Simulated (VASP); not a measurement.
# PbO2 (P-3m1) in VASP: a series of runs

PbO2 is run at these levels: PBE; tasks: relaxation of cell and atoms.

Everything below comes from runs of VASP 6.6.1. Logs are shortened: lines on timing, memory, paths and dates and some standing lists are left out, and cuts for length are marked.

### 1 The cell of the first run

The structure is trigonal, space group P-3m1 (No. 164). The conventional cell has a = 3.040 Å, b = 3.040 Å, c = 4.864 Å, α = 90.00°, β = 90.00°, γ = 120.00°. Within 2.8 Å of Pb (site symmetry -3m) lie 6 O at 2.14 Å. O (site symmetry 3m) has 3 Pb at 2.14 Å within 2.8 Å.

### 2 Relaxation of cell and atoms, PBE

INCAR

```
SYSTEM = PbO2
PREC = Accurate
ENCUT = 600
EDIFF = 1E-6
ISMEAR = -1
SIGMA = 0.02
LREAL = .FALSE.
LASPH = .TRUE.
NELM = 60
ALGO = Normal
ISIF = 3
LWAVE = .FALSE.
LCHARG = .FALSE.
GGA = PE
IBRION = 2
NSW = 80
EDIFFG = -0.01
```

KPOINTS

```
Automatic mesh
0
G
  8 8 5
  0 0 0
```

POSCAR

```
PbO2
1.0
    3.0400000000      0.0000000000      0.0000000000
   -1.5200000000      2.6327172275      0.0000000000
    0.0000000000      0.0000000000      4.8640000000
Pb O
1 2
Direct
    0.0000000000      0.0000000000      0.0000000000
    0.3333333333      0.6666666667      0.2500000000
    0.6666666667      0.3333333333      0.7500000000
```

Potentials or basis: VASP PAW PBE potentials, release 64 (Pb_d, O).

Command:

```bash
> cat potpaw_PBE.64/Pb_d/POTCAR potpaw_PBE.64/O/POTCAR > POTCAR
> mpirun -np 1 vasp_std > vasp.out
```

OUTCAR:

```text
SYSTEM = PbO2
   PREC = Accurate
   ENCUT = 600
   EDIFF = 1E-6
   ISMEAR = -1
   LREAL = .FALSE.
   LASPH = .TRUE.
   NELM = 60
   ISIF = 3
   GGA = PE
   IBRION = 2
   NSW = 80
   EDIFFG = -0.01

 ion  position               nearest neighbor table
   1  0.000  0.000  0.000-   2 2.14   3 2.14   2 2.14   3 2.14   3 2.14   2 2.14
   2  0.333  0.667  0.250-   1 2.14   1 2.14   1 2.14
   3  0.667  0.333  0.750-   1 2.14   1 2.14   1 2.14

  LATTYP: Found a hexagonal cell.
 ALAT       =     3.0400000000
 C/A-ratio  =     1.6000000000

  Lattice vectors:

 A1 = (   3.0400000000,   0.0000000000,   0.0000000000)
 A2 = (  -1.5200000000,   2.6327172275,   0.0000000000)
 A3 = (   0.0000000000,   0.0000000000,   4.8640000000)

Analysis of symmetry for initial positions (statically):
=====================================================================
 Subroutine PRICEL returns:
 Original cell was already a primitive cell.

 Routine SETGRP: Setting up the symmetry group for a
 hexagonal supercell.

 Subroutine GETGRP returns: Found 12 space group operations
 (whereof 12 operations were pure point group operations)
 out of a pool of 24 trial point group operations.

The static configuration has the point symmetry D_3d.

Analysis of symmetry for dynamics (positions and initial velocities):
=====================================================================
 Subroutine PRICEL returns:
 Original cell was already a primitive cell.

 Routine SETGRP: Setting up the symmetry group for a
 hexagonal supercell.

 Subroutine GETGRP returns: Found 12 space group operations
 (whereof 12 operations were pure point group operations)
 out of a pool of 24 trial point group operations.

The dynamic configuration has the point symmetry D_3d.

 Subroutine INISYM returns: Found 12 space group operations
 (whereof 12 operations are pure point group operations),
 and found     1 'primitive' translations

----------------------------------------------------------------------------------------

                                     Primitive cell

  volume of cell :      38.9288

  direct lattice vectors                    reciprocal lattice vectors
     3.040000000  0.000000000  0.000000000     0.328947368  0.189917852  0.000000000
    -1.520000000  2.632717228  0.000000000     0.000000000  0.379835703  0.000000000
     0.000000000  0.000000000  4.864000000     0.000000000  0.000000000  0.205592105

  length of vectors
     3.040000000  3.040000000  4.864000000     0.379835703  0.379835703  0.205592105

  position of ions in fractional coordinates (direct lattice)
     0.000000000  0.000000000  0.000000000
     0.333333333  0.666666667  0.250000000
     0.666666667  0.333333333  0.750000000

  ion indices of the primitive-cell ions
   primitive index   ion index
                 1           1
                 2           2
                 3           3

----------------------------------------------------------------------------------------

 KPOINTS: Automatic mesh

Automatic generation of k-mesh.
 Grid dimensions read from file:
 generate k-points for:    8    8    5

 Generating k-lattice:

  Cartesian coordinates                     Fractional coordinates (reciprocal lattice)
     0.041118421  0.023739731  0.000000000     0.125000000 -0.000000000  0.000000000
     0.000000000  0.047479463  0.000000000     0.000000000  0.125000000  0.000000000
     0.000000000  0.000000000  0.041118421     0.000000000  0.000000000  0.200000000

  Length of vectors
     0.047479463  0.047479463  0.041118421

  Shift w.r.t. Gamma in fractional coordinates (k-lattice)
     0.000000000  0.000000000  0.000000000

 Subroutine IBZKPT returns following result:
 ===========================================

 Found     40 irreducible k-points:

 Following reciprocal coordinates:
            Coordinates               Weight
  0.000000  0.000000  0.000000      1.000000
  0.125000  0.000000  0.000000      6.000000
  0.250000  0.000000  0.000000      6.000000
  0.375000  0.000000  0.000000      6.000000
  0.500000  0.000000  0.000000      3.000000
  0.125000  0.125000  0.000000      6.000000
[... 16 lines left out ...]
 -0.125000  0.500000  0.200000     12.000000
  0.250000  0.250000  0.200000     12.000000
 [... further k-points ...]
   k-points           NKPTS =     40   k-points in BZ     NKDIM =     40   number of bands    NBANDS=     17
   number of dos      NEDOS =    301   number of ions     NIONS =      3
   total plane-waves  NPLWV =  23040
   dimension x,y,z NGX =    24 NGY =   24 NGZ =   40
   dimension x,y,z NGXF=    48 NGYF=   48 NGZF=   80
   ions per type =               1   2
   NGX,Y,Z   is equivalent  to a cutoff of  13.12, 13.12, 13.67 a.u.
   NGXF,Y,Z  is equivalent  to a cutoff of  26.25, 26.25, 27.34 a.u.
 SYSTEM =  PbO2
   PREC   = accura    normal or accurate (medium, high low for compatibility)
   ISTART =      0    job   : 0-new  1-cont  2-samecut
   ICHARG =      2    charge: 1-file 2-atom 10-const
   ISPIN  =      1    spin polarized calculation?
   LNONCOLLINEAR =      F non collinear calculations
   LSORBIT =      F    spin-orbit coupling
   LASPH  =      T    aspherical Exc in radial PAW
   ENCUT  =  600.0 eV  44.10 Ry    6.64 a.u.   6.07  6.07  9.71*2*pi/ulx,y,z
   NELM   =     60;   NELMIN=  2; NELMDL= -5     # of ELM steps
   EDIFF  = 0.1E-05   stopping-criterion for ELM
   LREAL  =      F    real-space projection
   EDIFFG = -.1E-01   stopping-criterion for IOM
   NSW    =     80    number of steps for IOM
   IBRION =      2    ionic relax: 0-MD 1-quasi-New 2-CG
   NFREE  =      1    steps in history (QN), initial steepest desc. (CG)
   ISIF   =      3    stress and relaxation
   ISYM   =      2    0-nonsym 1-usesym 2-fastsym
   POTIM  = 0.5000    time-step for ionic-motion
   TEBEG  =    0.0;   TEEND  =   0.0 temperature during run
   PSTRESS=    0.0 pullay stress
   NELECT =      26.0000    total number of electrons
   NUPDOWN=      -1.0000    fix difference up-down
   EMIN   =  10.00;   EMAX   =-10.00  energy-range for DOS
   EFERMI =   0.00;   METHOD = LEGACY
   ISMEAR =    -1;   SIGMA  =   0.02  broadening in eV -4-tet -1-fermi 0-gaus
   EFERMI_NEDOS =   21; number of points for ismear=-14 and -15
   IALGO  =     38    algorithm
   IMIX   =      4    mixing-type and parameters
     AMIX     =   0.40;   BMIX     =  1.00
     AMIX_MAG =   1.60;   BMIX_MAG =  1.00
  volume/ion in A,a.u.               =      12.98        87.57
  Fermi-wavevector in a.u.,A,eV,Ry     =   1.431008  2.704214 27.861804  2.047785
  Thomas-Fermi vector in A             =   2.550792
   LORBIT       =      0    0 simple, 1 ext, 2 COOP (PROOUT), +10 PAW based schemes
   GGA     = PE    functional components
   LHFCALC =     F    Hartree Fock is set to
   AEXX    =    0.0000 exact exchange contribution
   IVDW    =     0    specifies the selected vdW correction
   LEPSILON=     F    determine dielectric tensor
   LRPA    =     F    only Hartree local field effects (RPA)
 conjugate gradient relaxation of ions
 non-spin polarized calculation
  energy-cutoff  :      600.00
  volume of cell :       38.93
 maximum number of plane-waves:      1320
   NGX = 13   NGY = 13   NGZ = 19

--------------------------------------- Ionic step        1  -------------------------------------------

 number of electron      26.0000001 magnetization

 Free energy of the ion-electron system (eV)
  ---------------------------------------------------
  ext. energy  EPLUGINS =         0.00000000
  ---------------------------------------------------
  free energy    TOTEN  =       -14.38284697 eV

  energy without entropy =      -14.38284697  energy(sigma->0) =      -14.38284697

------------------------ aborting loop because EDIFF is reached ----------------------------------------

  FORCE on cell =-STRESS in cart. coord.  units (eV):
  Direction    XX          YY          ZZ          XY          YZ          ZX
  --------------------------------------------------------------------------------------
  -------------------------------------------------------------------------------------
  Total       11.7529188     11.7529188      2.1390080     -0.0000000      0.0000000      0.0000000
  in kB      483.7098759    483.7098759     88.0342400     -0.0000000      0.0000000      0.0000000
  external PRESSURE =     351.8179972 kB  Pullay stress =       0.0000000 kB
[... 92 lines left out ...]
  FREE ENERGIE OF THE ION-ELECTRON SYSTEM (eV)
  ---------------------------------------------------
  free  energy   TOTEN  =       -15.3507474693 eV

  energy  without entropy=      -15.3507474686  energy(sigma->0) =      -15.35074747

 E-fermi :   3.2571     XC(G=0): -10.0250

 val. band max:        3.0278667206   @ k =   0.3750   0.2500   0.4000
 cond. band min:       3.4244601222   @ k =   0.0000   0.0000   0.0000
 fundamental gap:      0.3965934016
 Fermi energy:         3.2570683068

 k-point     1 :       0.0000    0.0000    0.0000
  band No.  band energies     occupation
      1     -14.8377      2.00000
      2     -12.9269      2.00000
      3     -12.3017      2.00000
      4     -12.3017      2.00000
      5     -12.0598      2.00000
      6     -12.0000      2.00000
[... 457 lines left out ...]
      4     -12.0749      2.00000
      5     -11.9404      2.00000
      6     -11.4571      2.00000
[... 9 lines left out ...]
     16      11.3478      0.00000
     17      13.1097      0.00000

 [... further k-points ...]

 E-fermi :   2.1694     XC(G=0):  -9.3015

 val. band max:        1.7747860226   @ k =   0.3750   0.2500   0.4000
 cond. band min:       2.4938246919   @ k =   0.0000   0.0000   0.0000
 fundamental gap:      0.7190386692
 Fermi energy:         2.1693895224

 k-point     1 :       0.0000    0.0000    0.0000
  band No.  band energies     occupation
      1     -15.8358      2.00000
      2     -14.0860      2.00000
      3     -13.4293      2.00000
      4     -13.4293      2.00000
      5     -13.1751      2.00000
      6     -13.1440      2.00000
[... 457 lines left out ...]
      4     -13.2131      2.00000
      5     -13.0823      2.00000
      6     -12.5975      2.00000
[... 9 lines left out ...]
     16      10.1032      0.00000
     17      11.8791      0.00000

 [... further k-points ...]

[... ionic steps 4 to 13 ...]

--------------------------------------- Ionic step       14  -------------------------------------------

 number of electron      25.9999989 magnetization

------------------------ aborting loop because EDIFF is reached ----------------------------------------
[... 69 lines left out ...]
--------------------------------------- Ionic step       16  -------------------------------------------

 number of electron      25.9999985 magnetization

 Free energy of the ion-electron system (eV)
  ---------------------------------------------------
  ext. energy  EPLUGINS =         0.00000000
  ---------------------------------------------------
  free energy    TOTEN  =       -15.62651912 eV

  energy without entropy =      -15.62651912  energy(sigma->0) =      -15.62651912

 E-fermi :   2.3243     XC(G=0):  -9.3789

 val. band max:        1.9233838716   @ k =   0.3750   0.2500   0.4000
 cond. band min:       2.6650686125   @ k =   0.0000   0.0000   0.0000
 fundamental gap:      0.7416847408
 Fermi energy:         2.3243000381

 k-point     1 :       0.0000    0.0000    0.0000
  band No.  band energies     occupation
      1     -15.7869      2.00000
      2     -13.9728      2.00000
      3     -13.2918      2.00000
      4     -13.2918      2.00000
      5     -13.0216      2.00000
      6     -12.9885      2.00000
[... 457 lines left out ...]
      4     -13.0615      2.00000
      5     -12.9248      2.00000
      6     -12.4383      2.00000
[... 9 lines left out ...]
     16      10.3341      0.00000
     17      12.1506      0.00000

 [... further k-points ...]
[... 5 lines left out ...]
  --------------------------------------------------------------------------------------
  -------------------------------------------------------------------------------------
  Total       -0.0140204     -0.0140204      0.0142628      0.0000000      0.0000000      0.0000000
  in kB       -0.4362454     -0.4362454      0.4437870      0.0000000      0.0000000      0.0000000
  external PRESSURE =      -0.1429012 kB  Pullay stress =       0.0000000 kB
[... 18 lines left out ...]
  FREE ENERGIE OF THE ION-ELECTRON SYSTEM (eV)
  ---------------------------------------------------
  free  energy   TOTEN  =       -15.6265191182 eV

  energy  without entropy=      -15.6265191179  energy(sigma->0) =      -15.62651912

 reached required accuracy - stopping structural energy minimisation
```

Wall time 2 min (1 thread of Intel Xeon Platinum 8488C (Sapphire Rapids), shared host); peak memory 0.18 GiB.

Results:

- Free energy: -15.6265 eV
- Relaxed volume: 17.16 Å³/atom
- Relaxed cell: a = 3.417 Å, b = 3.417 Å, c = 5.091 Å, α = 90.00°, β = 90.00°, γ = 120.00°
- Space group after relaxing (to 0.05 Å): P-3m1 (No. 164)
- Energy gained by relaxing: 414.6 meV/atom
- Ionic steps: 16
- Pressure after relaxing: 0.0 GPa
- Largest force after relaxing: 0.003 eV/Å
- Band gap on the k mesh: 0.74 eV, indirect (least direct gap 0.92 eV)

Forces on the atoms (eV/Å):
```
Pb   0.000  0.000  0.000
O    0.000  0.000 -0.003
O    0.000  0.000  0.003
```

The path:
| step | energy change (eV) | largest force (eV/Å) | pressure (GPa) | volume (Å³) |
| --- | --- | --- | --- | --- |
| 1 | 0.0000 | 0.4842 | 35.18 | 38.93 |
| 2 | -0.3618 | 1.9986 | -15.70 | 56.93 |
| 3 | -0.9679 | 1.4446 | -2.93 | 47.49 |
| 4 | -1.1840 | 0.6647 | -1.92 | 47.32 |
| 5 | -1.2197 | 0.1717 | -1.25 | 47.14 |
| 6 | -1.2198 | 0.1958 | -1.29 | 47.15 |
| 7 | -1.2223 | 0.0129 | 1.74 | 46.29 |
| 8 | -1.2242 | 0.0721 | 0.53 | 46.62 |
| 9 | -1.2261 | 0.0692 | 0.48 | 46.82 |
| 10 | -1.2309 | 0.0596 | 0.45 | 47.41 |
| 11 | -1.2376 | 0.0383 | 0.45 | 48.58 |
| 12 | -1.2423 | 0.0199 | 0.79 | 50.90 |
| 13 | -1.2403 | 0.1392 | -1.44 | 52.31 |
| 14 | -1.2435 | 0.0406 | -0.06 | 51.42 |
| 15 | -1.2437 | 0.0152 | -0.02 | 51.47 |
| 16 | -1.2437 | 0.0030 | -0.01 | 51.49 |

Final structure:
```
Pb O
1.0
     3.41744    0.00000    0.00000
    -1.70872    2.95959    0.00000
     0.00000    0.00000    5.09107
Pb O
1 2
Direct
  0.00000 0.00000 0.00000
  0.33333 0.66667 0.20891
  0.66667 0.33333 0.79109
```

Levels at points of the mesh, in eV from the valence-band top:
```
           k point  band 11  band 12  band 13  band 14  band 15  band 16
(0.00, 0.00, 0.00)    -0.44    -0.44    -0.18     0.74     5.38    10.45
(0.50, 0.00, 0.00)    -1.32    -0.18    -0.09     3.19     6.69     9.47
```

Caveat: the volume moved by over 15 % at a fixed basis, so the end points are rough; spin-orbit coupling is left out, which moves the levels of the heavy elements. A k mesh can miss the band edges.

### 3 Relaxation of cell and atoms, PBE, target pressure 20 GPa, at which the enthalpy is minimised

INCAR

```
SYSTEM = PbO2
PREC     = Accurate       ! precision mode
ENCUT    = 600            ! plane-wave cutoff, eV
EDIFF    = 1E-6           ! SCF threshold, eV
ISMEAR   = -1             ! smearing method
SIGMA    = 0.02           ! smearing width, eV
LREAL    = .False.        ! projectors in reciprocal space
LASPH    = .True.         ! aspherical terms in the spheres
NELM     = 100            ! most SCF steps
ALGO     = Normal         ! electronic algorithm
ISIF     = 3              ! what is computed and relaxed
LWAVE    = .False.        ! write WAVECAR
LCHARG   = .False.        ! write CHGCAR
GGA      = PE             ! functional
IBRION   = 2              ! ionic algorithm
NSW      = 80             ! ionic steps
EDIFFG   = -0.01          ! ionic threshold
PSTRESS  = 200.0
```

KPOINTS

```
regular mesh
0
Gamma
  8 8 5
  0 0 0
```

POSCAR is that of step 2.

Potentials or basis: VASP PAW PBE potentials, release 64 (Pb_d, O).

Command:

```bash
> cat potpaw_PBE.64/Pb_d/POTCAR potpaw_PBE.64/O/POTCAR > POTCAR
> mpirun -np 1 vasp_std > vasp.out
```

Run time: 2 min. Hardware: 1 thread of Intel Xeon Platinum 8488C (Sapphire Rapids), shared host; peak memory 0.19 GiB.

The run converged. Its results:

| Property | Result |
| --- | --- |
| Free energy | -15.1045 eV |
| Relaxed volume | 12.09 Å³/atom |
| Relaxed cell | a = 3.349 Å, b = 3.349 Å, c = 3.735 Å, α = 90.00°, β = 90.00°, γ = 120.00° |
| Space group after relaxing (to 0.05 Å) | P-3m1 (No. 164) |
| Energy change on relaxing (the enthalpy is what falls) | -240.6 meV/atom |
| Ionic steps | 16 |
| Pressure after relaxing | 20.1 GPa |
| Band gap on the k mesh | zero (band 13 reaches 6.63 eV, above the bottom of band 14 at 6.55 eV) |

Step by step:
| step | energy change (eV) | largest force (eV/Å) | pressure (GPa) | volume (Å³) |
| --- | --- | --- | --- | --- |
| 1 | 0.0000 | 0.4842 | 35.18 | 38.93 |
| 2 | -1.0945 | 1.0708 | -2.58 | 45.94 |
| 3 | -0.9218 | 0.6135 | 9.49 | 42.87 |
| 4 | -1.0094 | 0.4187 | 14.58 | 40.28 |
| 5 | -0.9326 | 0.8016 | 17.27 | 39.12 |
| 6 | -0.5765 | 1.4529 | 24.19 | 36.59 |
| 7 | -0.8554 | 1.0083 | 19.11 | 38.37 |
| 8 | -0.8324 | 0.6025 | 18.21 | 37.53 |
| 9 | -0.6392 | 0.2227 | 18.72 | 35.78 |
| 10 | -0.7357 | 0.1088 | 18.23 | 36.45 |
| 11 | -0.6156 | 0.1821 | 24.50 | 35.50 |
| 12 | -0.6857 | 0.1409 | 21.03 | 36.01 |
| 13 | -0.7075 | 0.0395 | 20.10 | 36.16 |
| 14 | -0.7075 | 0.0384 | 20.07 | 36.16 |
| 15 | -0.7125 | 0.0251 | 20.07 | 36.19 |
| 16 | -0.7217 | 0.0018 | 20.08 | 36.27 |

Final structure:
```
CELL_PARAMETERS angstrom
3.34857 0.00000 0.00000
-1.67429 2.89995 0.00000
0.00000 0.00000 3.73469
ATOMIC_POSITIONS crystal
Pb 0.00000 0.00000 0.00000
O 0.33333 0.66667 0.27564
O 0.66667 0.33333 0.72436
```

Levels at points of the mesh, in eV from the Fermi level:
```csv
k point,band 9,band 10,band 11,band 12,band 13,band 14,band 15,band 16,band 17
"(0.00, 0.00, 0.00)",-1.94,-1.94,-1.55,-1.55,-0.45,-0.14,5.52,10.24,10.24
"(0.50, 0.00, 0.00)",-4.16,-3.58,-2.85,-1.08,-0.36,3.26,6.78,10.36,10.93
```

Caveat: the cell is relaxed towards a set pressure, so the enthalpy falls and the energy may rise; spin-orbit coupling is left out, which moves the levels of the heavy elements.

[end of part 1 of 2]
